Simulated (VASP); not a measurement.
# Sn3Se (Fm-3m) in VASP: a series of runs

The runs below take Sn3Se through single point, with r2SCAN.

Program: VASP 6.6.1. These are calculated values, not measurements. Logs are shortened: lines on timing, memory, paths and dates and some standing lists are left out, and cuts for length are marked.

**1. The cell of the first run**

Symmetry: Fm-3m, No. 225, cubic system. The conventional cell has a = 7.412 Å, b = 7.412 Å, c = 7.412 Å, α = 90.00°, β = 90.00°, γ = 90.00°. Within 4.2 Å of Sn (site symmetry -43m) lie 10 Sn at 3.21 to 3.71 Å and 4 Se at 3.21 Å. Within 4.2 Å of Sn (site symmetry m-3m) lie 8 Sn at 3.21 Å and 6 Se at 3.71 Å. Within 4.2 Å of Se (site symmetry m-3m) lie 14 Sn at 3.21 to 3.71 Å.

**2. Single point, r2SCAN**

Contents of POSCAR:

```
Sn3Se
1.0
    0.0000000000      3.7057562726      3.7057562726
    3.7057562726      0.0000000000      3.7057562726
    3.7057562726      3.7057562726      0.0000000000
Sn Se
3 1
Direct
    0.2500000000      0.2500000000      0.2500000000
    0.7500000000      0.7500000000      0.7500000000
    0.5000000000      0.5000000000      0.5000000000
    0.0000000000      0.0000000000      0.0000000000
```

Contents of INCAR.step1:

```
SYSTEM = Sn3Se
PREC     = Accurate       ! precision mode
ENCUT    = 520            ! plane-wave cutoff, eV
ISMEAR   = 0              ! smearing method
SIGMA    = 0.1            ! smearing width, eV
LREAL    = .FALSE.        ! projectors in reciprocal space
LASPH    = .TRUE.         ! aspherical terms in the spheres
NELM     = 60             ! most SCF steps
NBANDS   = 32             ! bands
GGA      = PE             ! functional
ALGO     = Normal         ! electronic algorithm
EDIFF    = 1E-4           ! SCF threshold, eV
LWAVE    = .TRUE.         ! write WAVECAR
LCHARG   = .FALSE.        ! write CHGCAR
```

Contents of INCAR.step2:

```
SYSTEM = Sn3Se
PREC     = Accurate       ! precision mode
ENCUT    = 520            ! plane-wave cutoff, eV
EDIFF    = 1E-7           ! SCF threshold, eV
ISMEAR   = 0              ! smearing method
SIGMA    = 0.1            ! smearing width, eV
LREAL    = .FALSE.        ! projectors in reciprocal space
LASPH    = .TRUE.         ! aspherical terms in the spheres
NELM     = 60             ! most SCF steps
ALGO     = Normal         ! electronic algorithm
ISIF     = 2              ! what is computed and relaxed
LWAVE    = .FALSE.        ! write WAVECAR
LCHARG   = .TRUE.         ! write CHGCAR
METAGGA  = R2SCAN         ! meta-GGA
LMIXTAU  = .TRUE.       
LELF     = .TRUE.         ! ELF
LVHAR    = .TRUE.       
NBANDS   = 32             ! bands
ISTART   = 1
```

Contents of KPOINTS:

```
Automatic mesh
0
G
  10 10 10
  0 0 0
```

Potentials or basis: VASP PAW PBE potentials, release 64 (Sn_d, Se).

On the command line:

```bash
> cat potpaw_PBE.64/Sn_d/POTCAR potpaw_PBE.64/Se/POTCAR > POTCAR
> cp INCAR.step1 INCAR
> mpirun -np 1 vasp_std > vasp.out
> cp INCAR.step2 INCAR
> mpirun -np 1 vasp_std > vasp.out
```

OUTCAR:

```text
SYSTEM = Sn3Se
   PREC = Accurate
   ENCUT = 520
   EDIFF = 1E-7
   ISMEAR = 0
   LREAL = .FALSE.
   LASPH = .TRUE.
   NELM = 60
   ISIF = 2
   METAGGA = R2SCAN
   ISTART = 1

 ion  position               nearest neighbor table
   1  0.250  0.250  0.250-   4 3.21   4 3.21   4 3.21   3 3.21   4 3.21   3 3.21   3 3.21   3 3.21
                             2 3.71   2 3.71   2 3.71   2 3.71   2 3.71   2 3.71
   2  0.750  0.750  0.750-   3 3.21   3 3.21   3 3.21   3 3.21   4 3.21   4 3.21   4 3.21   4 3.21
                             1 3.71   1 3.71   1 3.71   1 3.71   1 3.71   1 3.71
   3  0.500  0.500  0.500-   1 3.21   1 3.21   1 3.21   1 3.21   2 3.21   2 3.21   2 3.21   2 3.21

   4  0.000  0.000  0.000-   2 3.21   2 3.21   2 3.21   1 3.21   2 3.21   1 3.21   1 3.21   1 3.21

  LATTYP: Found a face centered cubic cell.
 ALAT       =     7.4115125452

  Lattice vectors:

 A1 = (   0.0000000000,   3.7057562726,   3.7057562726)
 A2 = (   3.7057562726,   0.0000000000,   3.7057562726)
 A3 = (   3.7057562726,   3.7057562726,   0.0000000000)

Analysis of symmetry for initial positions (statically):
=====================================================================
 Subroutine PRICEL returns:
 Original cell was already a primitive cell.

 Routine SETGRP: Setting up the symmetry group for a
 face centered cubic supercell.

 Subroutine GETGRP returns: Found 48 space group operations
 (whereof 48 operations were pure point group operations)
 out of a pool of 48 trial point group operations.

The static configuration has the point symmetry O_h .

Analysis of symmetry for dynamics (positions and initial velocities):
=====================================================================
 Subroutine PRICEL returns:
 Original cell was already a primitive cell.

 Routine SETGRP: Setting up the symmetry group for a
 face centered cubic supercell.

 Subroutine GETGRP returns: Found 48 space group operations
 (whereof 48 operations were pure point group operations)
 out of a pool of 48 trial point group operations.

The dynamic configuration has the point symmetry O_h .

 Subroutine INISYM returns: Found 48 space group operations
 (whereof 48 operations are pure point group operations),
 and found     1 'primitive' translations

----------------------------------------------------------------------------------------

                                     Primitive cell
[... 94 lines left out ...]
   NELM   =     60;   NELMIN=  2; NELMDL=  0     # of ELM steps
   EDIFF  = 0.1E-06   stopping-criterion for ELM
   LREAL  =      F    real-space projection
   EDIFFG = 0.1E-05   stopping-criterion for IOM
   NSW    =      0    number of steps for IOM
   IBRION =     -1    ionic relax: 0-MD 1-quasi-New 2-CG
   NFREE  =      0    steps in history (QN), initial steepest desc. (CG)
   ISIF   =      2    stress and relaxation
   ISYM   =      2    0-nonsym 1-usesym 2-fastsym
   POTIM  = 0.5000    time-step for ionic-motion
   TEBEG  =    0.0;   TEEND  =   0.0 temperature during run
   PSTRESS=    0.0 pullay stress
   NELECT =      48.0000    total number of electrons
   NUPDOWN=      -1.0000    fix difference up-down
   EMIN   =  10.00;   EMAX   =-10.00  energy-range for DOS
   EFERMI =   0.00;   METHOD = LEGACY
   ISMEAR =     0;   SIGMA  =   0.10  broadening in eV -4-tet -1-fermi 0-gaus
   EFERMI_NEDOS =   21; number of points for ismear=-14 and -15
   IALGO  =     38    algorithm
   IMIX   =      4    mixing-type and parameters
     AMIX     =   0.40;   BMIX     =  1.00
     AMIX_MAG =   1.60;   BMIX_MAG =  1.00
  volume/ion in A,a.u.               =      25.44       171.71
  Fermi-wavevector in a.u.,A,eV,Ry     =   1.274290  2.408060 22.093356  1.623816
  Thomas-Fermi vector in A             =   2.407067
   LORBIT       =      0    0 simple, 1 ext, 2 COOP (PROOUT), +10 PAW based schemes
   METAGGA = R2SCAN    functional components
   LHFCALC =     F    Hartree Fock is set to
   AEXX    =    0.0000 exact exchange contribution
   IVDW    =     0    specifies the selected vdW correction
   LEPSILON=     F    determine dielectric tensor
   LRPA    =     F    only Hartree local field effects (RPA)
 non-spin polarized calculation
 Gauss-broadening in eV      SIGMA  =   0.10
  energy-cutoff  :      520.00
  volume of cell :      101.78
 maximum number of plane-waves:      2764
   NGX = 19   NGY = 19   NGZ = 19

 number of electron      48.0000016 magnetization

 Free energy of the ion-electron system (eV)
  ---------------------------------------------------
  ext. energy  EPLUGINS =         0.00000000
  ---------------------------------------------------
  free energy    TOTEN  =       -87.89162534 eV

  energy without entropy =      -87.88114726  energy(sigma->0) =      -87.88638630

 E-fermi :   7.3840     XC(G=0): -11.1440

 val. band max:        7.3758316738   @ k =   0.3000   0.1000   0.0000
 cond. band min:       7.3901233739   @ k =  -0.4000   0.4000   0.0000
 fundamental gap:      0.0142917000
 Fermi energy:         7.3839902756

 k-point     1 :       0.0000    0.0000    0.0000
  band No.  band energies     occupation
      1     -14.9540      2.00000
      2     -14.9540      2.00000
      3     -14.9204      2.00000
      4     -14.9204      2.00000
      5     -14.9204      2.00000
      6     -14.9054      2.00000
[... 829 lines left out ...]
     31      12.4115      0.00000
     32      13.4209      0.00000

 [... further k-points ...]

------------------------ aborting loop because EDIFF is reached ----------------------------------------

  FORCE on cell =-STRESS in cart. coord.  units (eV):
  Direction    XX          YY          ZZ          XY          YZ          ZX
  --------------------------------------------------------------------------------------
  -------------------------------------------------------------------------------------
  Total       -0.0136410     -0.0136410     -0.0136410     -0.0000000      0.0000000      0.0000000
  in kB       -0.2147311     -0.2147311     -0.2147311     -0.0000000      0.0000000      0.0000000
  external PRESSURE =      -0.2147311 kB  Pullay stress =       0.0000000 kB

 VOLUME and BASIS-vectors are now :
 -----------------------------------------------------------------------------
  energy-cutoff  :      520.00
  volume of cell :      101.78
      direct lattice vectors                 reciprocal lattice vectors
     0.000000000  3.705756273  3.705756273    -0.134925225  0.134925225  0.134925225
     3.705756273  0.000000000  3.705756273     0.134925225 -0.134925225  0.134925225
     3.705756273  3.705756273  0.000000000     0.134925225  0.134925225 -0.134925225

 POSITION                                       TOTAL-FORCE (eV/Angst)
 -----------------------------------------------------------------------------------
      1.85288      1.85288      1.85288         0.000000      0.000000      0.000000
      5.55863      5.55863      5.55863        -0.000000     -0.000000     -0.000000
      3.70576      3.70576      3.70576        -0.000000      0.000000     -0.000000
      0.00000      0.00000      0.00000        -0.000000      0.000000     -0.000000
 -----------------------------------------------------------------------------------
    total drift:                               -0.000000     -0.000000      0.000000

  FREE ENERGIE OF THE ION-ELECTRON SYSTEM (eV)
  ---------------------------------------------------
  free  energy   TOTEN  =       -87.8916253400 eV

  energy  without entropy=      -87.8811472644  energy(sigma->0) =      -87.88638630
```

OSZICAR.step1:

```text
N       E                     dE             d eps       ncg     rms          rms(c)
DAV:   1     0.449710576065E+03    0.44971E+03   -0.23713E+04  3112   0.224E+03
DAV:   2     0.437676964192E+02   -0.40594E+03   -0.39305E+03  3016   0.554E+02
DAV:   3    -0.125206250380E+02   -0.56288E+02   -0.54553E+02  3696   0.174E+02
DAV:   4    -0.150090235028E+02   -0.24884E+01   -0.24816E+01  3288   0.391E+01
DAV:   5    -0.150841616776E+02   -0.75138E-01   -0.75131E-01  4144   0.717E+00    0.363E+00
DAV:   6    -0.148982238872E+02    0.18594E+00   -0.32390E-01  3976   0.707E+00    0.216E+00
DAV:   7    -0.148961753395E+02    0.20485E-02   -0.10635E-01  3504   0.248E+00    0.109E+00
DAV:   8    -0.148943021055E+02    0.18732E-02   -0.15300E-02  3472   0.831E-01    0.183E-01
DAV:   9    -0.148940298207E+02    0.27228E-03   -0.14363E-03  3520   0.252E-01    0.602E-02
DAV:  10    -0.148940615689E+02   -0.31748E-04   -0.27173E-04  2488   0.205E-01
   1 F= -.14894062E+02 E0= -.14888107E+02  d E =-.119082E-01
```

It took 4.8 min on 1 thread of Intel Xeon 6975P-C (Granite Rapids), shared host; peak memory 0.33 GiB.

What came out:

```
Free energy            : -87.8916 eV
Pressure               : 0.0 GPa
Band gap on the k mesh : zero (bands 24 and 25 overlap by 2.02 eV)
```

Caveat: the PAW data sets were made with another functional, which shifts forces and pressure a little; spin-orbit coupling is left out, which moves the levels of the heavy elements.

**3. Single point, r2SCAN**

POSCAR is that of step 2.

Contents of INCAR.step1:

```
PREC = Accurate
ENCUT = 520
ISMEAR = 0
SIGMA = 0.15
LREAL = F
LASPH = T
NELM = 80
NBANDS = 32
GGA = PE
ALGO = Normal
EDIFF = 1E-4
LWAVE = T
LCHARG = F
```

Contents of INCAR.step2:

```
PREC = Accurate
ENCUT = 520
EDIFF = 1E-6
ISMEAR = 0
SIGMA = 0.15
LREAL = F
LASPH = T
NELM = 80
ALGO = Normal
ISIF = 2
LWAVE = F
LCHARG = F
METAGGA = R2SCAN
LMIXTAU = T
NBANDS = 32
ISTART = 1
```

Contents of KPOINTS:

```
Automatic mesh
0
Gamma
  12 12 12
```

Potentials or basis: VASP PAW PBE potentials, release 64 (Sn_d, Se).

On the command line:

```bash
> cat potpaw_PBE.64/Sn_d/POTCAR potpaw_PBE.64/Se/POTCAR > POTCAR
> cp INCAR.step1 INCAR
> mpirun -np 1 vasp_std > vasp.out
> cp INCAR.step2 INCAR
> mpirun -np 1 vasp_std > vasp.out
```

Run time: 6.4 min. Hardware: 1 thread of Intel Xeon 6975P-C (Granite Rapids), shared host; peak memory 0.38 GiB.

It converged, with:

```
Free energy            : -87.8892 eV
Pressure               : 0.1 GPa
Band gap on the k mesh : zero (bands 24 and 25 overlap by 2.19 eV)
```

Levels at points of the mesh, in eV from the Fermi level:
| k point | band 20 | band 21 | band 22 | band 23 | band 24 | band 25 | band 26 | band 27 | band 28 | band 29 |
| --- | --- | --- | --- | --- | --- | --- | --- | --- | --- | --- |
| (0.00, 0.00, 0.00) | -3.05 | -3.05 | -2.62 | -1.31 | -1.31 | -1.31 | -0.66 | -0.66 | -0.66 | 4.56 |
| (0.50, 0.00, 0.00) | -3.57 | -3.57 | -2.30 | -2.30 | -0.85 | 0.54 | 2.28 | 2.28 | 3.85 | 3.85 |
| (0.50, 0.50, 0.00) | -5.11 | -5.11 | -0.30 | 0.44 | 0.44 | 1.37 | 2.93 | 2.93 | 3.63 | 4.40 |

Caveat: the PAW data sets were made with another functional, which shifts forces and pressure a little; spin-orbit coupling is left out, which moves the levels of the heavy elements.
